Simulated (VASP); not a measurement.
# MnSi (P6_3/mmc) in VASP: single point with PBE

Aim: the single point of MnSi with PBE.

Program: VASP 6.6.1. These are calculated values, not measurements. Logs are shortened: lines on timing, memory, paths and dates and some standing lists are left out, and cuts for length are marked.

**1. The cell of the first run**

The structure is hexagonal, space group P6_3/mmc (No. 194). The conventional cell has a = 3.668 Å, b = 3.668 Å, c = 4.894 Å, α = 90.00°, β = 90.00°, γ = 120.00°. Mn (site symmetry -6m2) has 6 Si at 2.45 Å within 3.2 Å. Within 3.2 Å of Si (site symmetry -3m) lie 6 Mn at 2.45 Å and 2 Si at 2.45 Å.

**2. Single point, PBE, collinear spin, ferromagnetic start**

INCAR

```
SYSTEM = MnSi
PREC = Accurate ; ENCUT = 520
EDIFF = 1E-7 ; ISMEAR = 0
SIGMA = 0.1 ; LREAL = .False.
LASPH = .True. ; NELM = 150
ALGO = Normal ; ISIF = 2
LWAVE = .False. ; LCHARG = .False.
ISPIN = 2 ; MAGMOM = 2.89 2.89 0 0
LORBIT = 11 ; LMAXMIX = 4
GGA = PE ; NBANDS = 29
```

KPOINTS

```
regular mesh
0
Gamma
  12 12 10
  0 0 0
```

POSCAR

```
MnSi
1.0
    3.6683700801      0.0000000000      0.0000000000
   -1.8341850400      3.1769016799      0.0000000000
    0.0000000000      0.0000000000      4.8942517358
Mn Si
2 2
Direct
    0.3333333333      0.6666666667      0.7500000000
    0.6666666667      0.3333333333      0.2500000000
    0.0000000000      0.0000000000      0.0000000000
    0.0000000000      0.0000000000      0.5000000000
```

Potentials or basis: VASP PAW PBE potentials, release 64 (Mn_pv, Si).

On the command line:

```console
> cat potpaw_PBE.64/Mn_pv/POTCAR potpaw_PBE.64/Si/POTCAR > POTCAR
> mpirun -np 1 vasp_std > vasp.out
```

OUTCAR:

```text
SYSTEM = MnSi
   PREC = Accurate
   ENCUT = 520
   EDIFF = 1E-7
   ISMEAR = 0
   LREAL = .False.
   LASPH = .True.
   NELM = 150
   ISIF = 2
   ISPIN = 2
   LORBIT = 11
   GGA = PE

 ion  position               nearest neighbor table
   1  0.333  0.667  0.750-   3 2.45   4 2.45   3 2.45   4 2.45   3 2.45   4 2.45
   2  0.667  0.333  0.250-   3 2.45   4 2.45   3 2.45   4 2.45   3 2.45   4 2.45
   3  0.000  0.000  0.000-   1 2.45   2 2.45   2 2.45   1 2.45   2 2.45   1 2.45   4 2.45   4 2.45

   4  0.000  0.000  0.500-   1 2.45   2 2.45   2 2.45   1 2.45   2 2.45   1 2.45   3 2.45   3 2.45

  LATTYP: Found a hexagonal cell.
 ALAT       =     3.6683700801
 C/A-ratio  =     1.3341761134

  Lattice vectors:

 A1 = (   3.6683700801,   0.0000000000,   0.0000000000)
 A2 = (  -1.8341850400,   3.1769016799,   0.0000000000)
 A3 = (   0.0000000000,   0.0000000000,   4.8942517358)

Analysis of symmetry for initial positions (statically):
=====================================================================
 Subroutine PRICEL returns:
 Original cell was already a primitive cell.

 Routine SETGRP: Setting up the symmetry group for a
 hexagonal supercell.

 Subroutine GETGRP returns: Found 24 space group operations
 (whereof 12 operations were pure point group operations)
 out of a pool of 24 trial point group operations.

The static configuration has the point symmetry D_3d.
 The point group associated with its full space group is D_6h.

Analysis of symmetry for dynamics (positions and initial velocities):
=====================================================================
 Subroutine PRICEL returns:
 Original cell was already a primitive cell.

 Routine SETGRP: Setting up the symmetry group for a
 hexagonal supercell.

 Subroutine GETGRP returns: Found 24 space group operations
 (whereof 12 operations were pure point group operations)
 out of a pool of 24 trial point group operations.

The dynamic configuration has the point symmetry D_3d.
 The point group associated with its full space group is D_6h.

Analysis of structural, dynamic, and magnetic symmetry:
=====================================================================
 Subroutine PRICEL returns:
 Original cell was already a primitive cell.

 Routine SETGRP: Setting up the symmetry group for a
 hexagonal supercell.

 Subroutine GETGRP returns: Found 24 space group operations
 (whereof 12 operations were pure point group operations)
 out of a pool of 24 trial point group operations.

The overall configuration has the point symmetry D_3d.
 The point group associated with its full space group is D_6h.

 Subroutine INISYM returns: Found 24 space group operations
 (whereof 12 operations are pure point group operations),
 and found     1 'primitive' translations

----------------------------------------------------------------------------------------

                                     Primitive cell

  volume of cell :      57.0379

  direct lattice vectors                    reciprocal lattice vectors
     3.668370080  0.000000000  0.000000000     0.272600631  0.157386048  0.000000000
    -1.834185040  3.176901680  0.000000000     0.000000000  0.314772096  0.000000000
     0.000000000  0.000000000  4.894251736     0.000000000  0.000000000  0.204321325

  length of vectors
     3.668370080  3.668370080  4.894251736     0.314772096  0.314772096  0.204321325

  position of ions in fractional coordinates (direct lattice)
     0.333333333  0.666666667  0.750000000
     0.666666667  0.333333333  0.250000000
     0.000000000  0.000000000  0.000000000
     0.000000000  0.000000000  0.500000000

  ion indices of the primitive-cell ions
   primitive index   ion index
                 1           1
                 2           2
                 3           3
                 4           4

----------------------------------------------------------------------------------------

 KPOINTS: regular mesh

Automatic generation of k-mesh.
 Grid dimensions read from file:
 generate k-points for:   12   12   10

 Generating k-lattice:

  Cartesian coordinates                     Fractional coordinates (reciprocal lattice)
     0.022716719  0.013115504  0.000000000     0.083333333  0.000000000  0.000000000
     0.000000000  0.026231008  0.000000000     0.000000000  0.083333333  0.000000000
     0.000000000  0.000000000  0.020432133     0.000000000  0.000000000  0.100000000

  Length of vectors
     0.026231008  0.026231008  0.020432133

  Shift w.r.t. Gamma in fractional coordinates (k-lattice)
     0.000000000  0.000000000  0.000000000

 Subroutine IBZKPT returns following result:
 ===========================================

 Found    114 irreducible k-points:

 Following reciprocal coordinates:
            Coordinates               Weight
  0.000000  0.000000  0.000000      1.000000
  0.083333 -0.000000  0.000000      6.000000
  0.166667  0.000000  0.000000      6.000000
  0.250000  0.000000  0.000000      6.000000
  0.333333 -0.000000  0.000000      6.000000
  0.416667 -0.000000  0.000000      6.000000
[... 16 lines left out ...]
  0.250000  0.000000  0.100000     12.000000
  0.333333 -0.000000  0.100000     12.000000
 [... further k-points ...]
   k-points           NKPTS =    114   k-points in BZ     NKDIM =    114   number of bands    NBANDS=     29
   number of dos      NEDOS =    301   number of ions     NIONS =      4
   total plane-waves  NPLWV =  28224
   dimension x,y,z NGX =    28 NGY =   28 NGZ =   36
   dimension x,y,z NGXF=    56 NGYF=   56 NGZF=   72
   ions per type =               2   2
   NGX,Y,Z   is equivalent  to a cutoff of  12.69, 12.69, 12.23 a.u.
   NGXF,Y,Z  is equivalent  to a cutoff of  25.38, 25.38, 24.46 a.u.
 SYSTEM =  MnSi
   PREC   = accura    normal or accurate (medium, high low for compatibility)
   ISTART =      0    job   : 0-new  1-cont  2-samecut
   ICHARG =      2    charge: 1-file 2-atom 10-const
   ISPIN  =      2    spin polarized calculation?
   LNONCOLLINEAR =      F non collinear calculations
   LSORBIT =      F    spin-orbit coupling
   LASPH  =      T    aspherical Exc in radial PAW
   ENCUT  =  520.0 eV  38.22 Ry    6.18 a.u.   6.82  6.82  9.10*2*pi/ulx,y,z
   NELM   =    150;   NELMIN=  2; NELMDL= -5     # of ELM steps
   EDIFF  = 0.1E-06   stopping-criterion for ELM
   LREAL  =      F    real-space projection
   EDIFFG = 0.1E-05   stopping-criterion for IOM
   NSW    =      0    number of steps for IOM
   IBRION =     -1    ionic relax: 0-MD 1-quasi-New 2-CG
   NFREE  =      0    steps in history (QN), initial steepest desc. (CG)
   ISIF   =      2    stress and relaxation
   ISYM   =      2    0-nonsym 1-usesym 2-fastsym
   POTIM  = 0.5000    time-step for ionic-motion
   TEBEG  =    0.0;   TEEND  =   0.0 temperature during run
   PSTRESS=    0.0 pullay stress
   NELECT =      34.0000    total number of electrons
   NUPDOWN=      -1.0000    fix difference up-down
   EMIN   =  10.00;   EMAX   =-10.00  energy-range for DOS
   EFERMI =   0.00;   METHOD = LEGACY
   ISMEAR =     0;   SIGMA  =   0.10  broadening in eV -4-tet -1-fermi 0-gaus
   EFERMI_NEDOS =   21; number of points for ismear=-14 and -15
   IALGO  =     38    algorithm
   IMIX   =      4    mixing-type and parameters
     AMIX     =   0.40;   BMIX     =  1.00
     AMIX_MAG =   1.60;   BMIX_MAG =  1.00
  volume/ion in A,a.u.               =      14.26        96.23
  Fermi-wavevector in a.u.,A,eV,Ry     =   1.377781  2.603628 25.827659  1.898279
  Thomas-Fermi vector in A             =   2.502902
   LORBIT       =     11    0 simple, 1 ext, 2 COOP (PROOUT), +10 PAW based schemes
   GGA     = PE    functional components
   LHFCALC =     F    Hartree Fock is set to
   AEXX    =    0.0000 exact exchange contribution
   IVDW    =     0    specifies the selected vdW correction
   LEPSILON=     F    determine dielectric tensor
   LRPA    =     F    only Hartree local field effects (RPA)
 spin polarized calculation
 Gauss-broadening in eV      SIGMA  =   0.10
  energy-cutoff  :      520.00
  volume of cell :       57.04
 maximum number of plane-waves:      1555
 NGX is ok and might be reduce to    28
   NGX = 13   NGY = 13   NGZ = 19

 number of electron      34.0000026 magnetization       5.2832767

 Free energy of the ion-electron system (eV)
  ---------------------------------------------------
  ext. energy  EPLUGINS =         0.00000000
  ---------------------------------------------------
  free energy    TOTEN  =       -28.78393947 eV

  energy without entropy =      -28.77072340  energy(sigma->0) =      -28.77733143

 E-fermi :   8.7207     XC(G=0): -11.6145

 val. band max:        8.7162296993   @ k =   0.3333   0.1667   0.4000
 cond. band min:       8.7247317197   @ k =   0.2500   0.0000   0.0000
 fundamental gap:      0.0085020204
 Fermi energy:         8.7206966589

 spin component 1

 k-point     1 :       0.0000    0.0000    0.0000
  band No.  band energies     occupation
      1     -40.7097      1.00000
      2     -40.7097      1.00000
      3     -40.6996      1.00000
      4     -40.6996      1.00000
      5     -40.6729      1.00000
      6     -40.6346      1.00000
[... 757 lines left out ...]
     28      17.9741      0.00000
     29      18.9248      0.00000

 [... further k-points ...]

 spin component 2

 k-point     1 :       0.0000    0.0000    0.0000
  band No.  band energies     occupation
      1     -37.8510      1.00000
      2     -37.8510      1.00000
      3     -37.8392      1.00000
      4     -37.8392      1.00000
      5     -37.8167      1.00000
      6     -37.7711      1.00000
[... 757 lines left out ...]
     28      18.1513      0.00000
     29      19.2426      0.00000

 [... further k-points ...]

------------------------ aborting loop because EDIFF is reached ----------------------------------------

  FORCE on cell =-STRESS in cart. coord.  units (eV):
  Direction    XX          YY          ZZ          XY          YZ          ZX
  --------------------------------------------------------------------------------------
  -------------------------------------------------------------------------------------
  Total        0.0116722      0.0116722      0.0042363      0.0000000      0.0000000      0.0000000
  in kB        0.3278687      0.3278687      0.1189960      0.0000000      0.0000000      0.0000000
  external PRESSURE =       0.2582445 kB  Pullay stress =       0.0000000 kB

 VOLUME and BASIS-vectors are now :
 -----------------------------------------------------------------------------
  energy-cutoff  :      520.00
  volume of cell :       57.04
      direct lattice vectors                 reciprocal lattice vectors
     3.668370080  0.000000000  0.000000000     0.272600631  0.157386048  0.000000000
    -1.834185040  3.176901680  0.000000000     0.000000000  0.314772096  0.000000000
     0.000000000  0.000000000  4.894251736     0.000000000  0.000000000  0.204321325

 POSITION                                       TOTAL-FORCE (eV/Angst)
 -----------------------------------------------------------------------------------
     -0.00000      2.11793      3.67069        -0.000000      0.000000      0.000000
      1.83419      1.05897      1.22356         0.000000     -0.000000      0.000000
      0.00000      0.00000      0.00000         0.000000      0.000000      0.000000
      0.00000      0.00000      2.44713         0.000000      0.000000      0.000000
 -----------------------------------------------------------------------------------
    total drift:                               -0.000000      0.000000     -0.000000

  FREE ENERGIE OF THE ION-ELECTRON SYSTEM (eV)
  ---------------------------------------------------
  free  energy   TOTEN  =       -28.7839394660 eV

  energy  without entropy=      -28.7707234015  energy(sigma->0) =      -28.77733143

 total charge

# of ion       s       p       d       tot
------------------------------------------
    1        0.309   6.256   5.167  11.732
    2        0.309   6.256   5.167  11.732
    3        0.755   0.947   0.000   1.702
    4        0.755   0.947   0.000   1.702
--------------------------------------------------
tot          2.127  14.406  10.335  26.868

 magnetization (x)

# of ion       s       p       d       tot
------------------------------------------
    1        0.049   0.014   2.665   2.727
    2        0.049   0.014   2.665   2.727
    3       -0.025  -0.080   0.000  -0.106
    4       -0.025  -0.080   0.000  -0.106
--------------------------------------------------
tot          0.046  -0.133   5.329   5.243
```

Wall time 3.2 min (1 thread of Intel Xeon 6975P-C (Granite Rapids), shared host); peak memory 0.37 GiB.

Results:

```
Free energy                                           : -28.7839 eV
Pressure                                              : 0.0 GPa
Net moment                                            : 5.28 μB per cell
Site moments                                          : Mn +2.73; Si -0.11 μB
Valence electrons inside the program's atomic spheres : Mn 11.73; Si 1.70
```

Levels at points of the mesh, in eV from the Fermi level:
Spin up:
```
           k point  band 18  band 19  band 20  band 21  band 22  band 23
(0.00, 0.00, 0.00)    -2.05    -0.86     3.19     3.19     3.90     4.79
(0.50, 0.00, 0.00)    -1.44    -0.85    -0.54     0.61     1.24     2.01
(0.00, 0.00, 0.50)    -1.90     2.25     2.25     3.39     3.39     3.39
(0.50, 0.00, 0.50)    -1.83    -0.86    -0.86     1.60     1.60     3.99
```
Spin down:
| k point | band 11 | band 12 | band 13 | band 14 | band 15 | band 16 | band 17 | band 18 |
| --- | --- | --- | --- | --- | --- | --- | --- | --- |
| (0.00, 0.00, 0.00) | -2.65 | -0.60 | -0.60 | -0.47 | -0.47 | -0.23 | -0.23 | 0.02 |
| (0.50, 0.00, 0.00) | -2.38 | -2.04 | -1.93 | -1.93 | 0.56 | 0.75 | 0.84 | 0.86 |
| (0.00, 0.00, 0.50) | -2.11 | -2.11 | -1.20 | -1.20 | 0.28 | 0.28 | 0.28 | 0.28 |
| (0.50, 0.00, 0.50) | -1.98 | -1.98 | -1.56 | -1.56 | 0.37 | 0.37 | 0.92 | 0.92 |
